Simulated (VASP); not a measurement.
Input of a VASP 6.6.1 run:

The input POSCAR:

```
SnSe2
1.0
    3.8110000000      0.0000000000      0.0000000000
   -1.9055000000      3.3004228138      0.0000000000
    0.0000000000      0.0000000000      6.1360000000
Sn Se
1 2
Direct
    0.0000000000      0.0000000000      0.0000000000
    0.6666666667      0.3333333333      0.7510000000
    0.3333333333      0.6666666667      0.2490000000
```

INCAR.step1

```
PREC = Accurate
ENCUT = 600
ISMEAR = -1
SIGMA = 0.05
LREAL = False
LASPH = True
NELM = 80
GGA = PE
ALGO = Normal
EDIFF = 1E-4
LWAVE = True
LCHARG = False
```

Contents of INCAR.step2:

```
PREC = Accurate
ENCUT = 600
EDIFF = 1E-6
ISMEAR = -1
SIGMA = 0.05
LREAL = False
LASPH = True
NELM = 80
ALGO = Normal
ISIF = 3
LWAVE = False
LCHARG = False
METAGGA = R2SCAN
LMIXTAU = True
LUSE_VDW = True
IVDW_NL = 2
BPARAM = 11.95
CPARAM = 0.0093
IBRION = 2
NSW = 60
EDIFFG = -0.01
ISTART = 1
```

The input KPOINTS:

```
regular mesh
0
Gamma
  8 8 5
```

Potentials or basis: VASP PAW PBE potentials, release 64 (Sn_d, Se).

Launch:

```console
$ cat potpaw_PBE.64/Sn_d/POTCAR potpaw_PBE.64/Se/POTCAR > POTCAR
$ cp INCAR.step1 INCAR
$ mpirun -np 1 vasp_std > vasp.out
$ cp INCAR.step2 INCAR
$ mpirun -np 1 vasp_std > vasp.out
```

Question: Estimate the relaxed volume.

Answer: 26.47 Å³/atom.

Question: What does it give for the relaxed cell?

Answer: a = 3.829 Å, b = 3.829 Å, c = 6.255 Å, α = 90.00°, β = 90.00°, γ = 120.00°.

Question: What does it give for the band gap on the k mesh?

Answer: 0.98 eV (least direct gap 1.51 eV).

Question: Estimate the space group after relaxing (to 0.1 Å).

Answer: P-3m1 (No. 164).

Final structure:
```
Sn Se
1.0
     3.82887    0.00000    0.00000
    -1.91444    3.31590    0.00000
     0.00000    0.00000    6.25461
Sn Se
1 2
Direct
  0.00000 0.00000 0.00000
  0.66667 0.33333 0.74782
  0.33333 0.66667 0.25218
```

Caveat: the PAW data sets were made with another functional, which shifts forces and pressure a little; spin-orbit coupling is left out, which moves the levels of the heavy elements. Zero-point motion and thermal expansion aren't in these numbers.
